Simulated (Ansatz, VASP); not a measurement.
# SnO: VASP beside Ansatz

POSCAR

```
SnO
1.0
    3.2500916658      0.0000000000      0.0000000000
    0.0000000000      5.4966708310      0.0000000000
    0.0000000000      0.0000000000      4.4989406756
Sn O
2 2
Direct
    0.0000000000      0.2319090000      0.5131440000
    0.5000000000      0.7680910000      0.0131440000
    0.0000000000      0.8912500000      0.7368570000
    0.5000000000      0.1087500000      0.2368570000
```

INCAR.step1

```
PREC = Accurate ; ENCUT = 520
ISMEAR = 0 ; SIGMA = 0.05
LREAL = False ; LASPH = True
NELM = 60 ; NBANDS = 28
GGA = PE ; ALGO = Normal
EDIFF = 1E-4 ; LWAVE = True
LCHARG = False
```

INCAR.step2

```
PREC = Accurate ; ENCUT = 520
EDIFF = 1E-7 ; ISMEAR = 0
SIGMA = 0.05 ; LREAL = False
LASPH = True ; NELM = 60
ALGO = Normal ; ISIF = 2
LWAVE = False ; LCHARG = False
METAGGA = R2SCAN ; LMIXTAU = True
NBANDS = 28 ; ISTART = 1
```

The input KPOINTS:

```
regular mesh
0
Gamma
  10 6 8
```

Input for Ansatz:

```yaml
crystal:
  lattice:
    - [3.2500916658, 0.0, 0.0]
    - [0.0, 5.496670831, 0.0]
    - [0.0, 0.0, 4.4989406756]
  atoms:
    - { symbol: Sn, position: [0.0, 0.231909, 0.513144] }
    - { symbol: Sn, position: [0.5, 0.768091, 0.013144] }
    - { symbol: O, position: [0.0, 0.89125, 0.736857] }
    - { symbol: O, position: [0.5, 0.10875, 0.236857] }
basis:
  ecutwfc: 500
kpoints:
  mp_grid: { grid: [10, 6, 8] }
hamiltonian:
  xc: r2scan
scf:
  occupations: { method: gaussian, width: 0.05 }
output:
  forces: true
  stress: true
  eigenvalues: true
```

Alike in both runs: task single point; functional r2SCAN; k mesh 10 × 6 × 8; occupations gaussian, width 0.05 eV; no spin polarisation.

|  | VASP | Ansatz |
| --- | --- | --- |
| version | VASP 6.6.1 | Ansatz 0.2.0 |
| potentials or method | VASP PAW PBE potentials, release 64 (Sn_d, O), cutoff 520 eV | scalar-relativistic, plane waves, PAW |
| valence electrons in the cell | 40 | 40 |

|  | VASP | Ansatz | Ansatz less VASP |
| --- | --- | --- | --- |
| gap on the k mesh at the Fermi level (eV) | 1.56 | 1.57 | +0.016 |
| least direct gap on the mesh (eV) | 1.91 | 1.93 | +0.016 |
| pressure (GPa) | -1.5 | -1.9 | -0.43 |
| traceless stress, the component that is largest in VASP (GPa) | -1.55 | -1.50 | +0.054 |
| rms of the force components (eV/Å) | 0.218 | 0.264 | +0.0469 |

VASP's potentials were made for PBE, not for r2SCAN. Atom by atom the forces differ by 0.054 eV/Å (rms over components).
